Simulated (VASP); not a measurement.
CaO:

```
Ca O
1.0
     0.04114    2.39937    2.39937
     2.39937    0.04114    2.39937
     2.39937    2.39937    0.04114
Ca O
1 1
Direct
  0.00000 0.00000 0.00000
  0.50000 0.50000 0.50000
```

This cell differs from its parent crystal: epitaxial 111 strain -1.6%.

Base run:

- Program: VASP 6.6.1
- Functional: r2SCAN
- Potentials or basis: VASP PAW PBE potentials, release 64 (Ca_sv, O)
- Cutoff: 520 eV
- k mesh: 10 × 10 × 10
- Occupations: gaussian, width 0.01 eV
- Spin: no spin polarisation

Its results: band gap on the k mesh 4.14 eV, indirect (least direct gap 4.50 eV); pressure 4.1 GPa.

Q: The run is repeated on the same cell with these changes: functional from r2SCAN to PBE; occupations from gaussian, width 0.01 eV to fermi-dirac, width 0.02 eV. What comes out?

A: Band gap on the k mesh 3.59 eV, indirect (least direct gap 3.95 eV); pressure 6.0 GPa.

Caveats: the PAW data sets were made with another functional, which shifts forces and pressure a little (some runs).

A k mesh can miss the band edges.
